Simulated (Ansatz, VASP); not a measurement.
Two plane-wave programs on GaN

```
Ga N
1.0
     0.00000   -2.24909   -2.18904
     0.00000    2.24909   -2.18904
     4.37808    0.00000    0.00000
Ga N
2 2
Cartesian
  2.1890 0.0000 -2.1788
  0.0000 0.0000 -0.0103
  1.0945 1.0375 -1.0945
  3.2836 -1.0375 -1.0945
```

Change from the starting cell: mode 11 frozen in at -0.087 Å, equal normal strain along x and y -0.0267.

Alike in both runs: task single point; functional PBEsol; k mesh 8 × 8 × 6; occupations gaussian, width 0.05 eV; no spin polarisation.

|  | VASP | Ansatz |
| --- | --- | --- |
| version | VASP 6.6.1 | Ansatz 0.2.0 |
| potentials or method | VASP PAW PBE potentials, release 64 (Ga_d, N), cutoff 520 eV | scalar-relativistic, plane waves, PAW |
| valence electrons in the cell | 36 | 36 |

|  | VASP | Ansatz | Ansatz less VASP |
| --- | --- | --- | --- |
| gap on the k mesh at the Fermi level (eV) | 1.97 | 1.95 | -0.016 |
| least direct gap on the mesh (eV) | 1.97 | 1.95 | -0.016 |
| pressure (GPa) | 12.7 | 12.9 | +0.27 |
| traceless stress, the component that is largest in VASP (GPa) | -3.33 | -3.32 | +0.013 |
| rms of the force components (eV/Å) | 0.919 | 0.929 | +0.0097 |

VASP's potentials were made for PBE, not for PBEsol, and Ansatz warns of the same on its side. Atom by atom the forces differ by 0.010 eV/Å (rms over components).
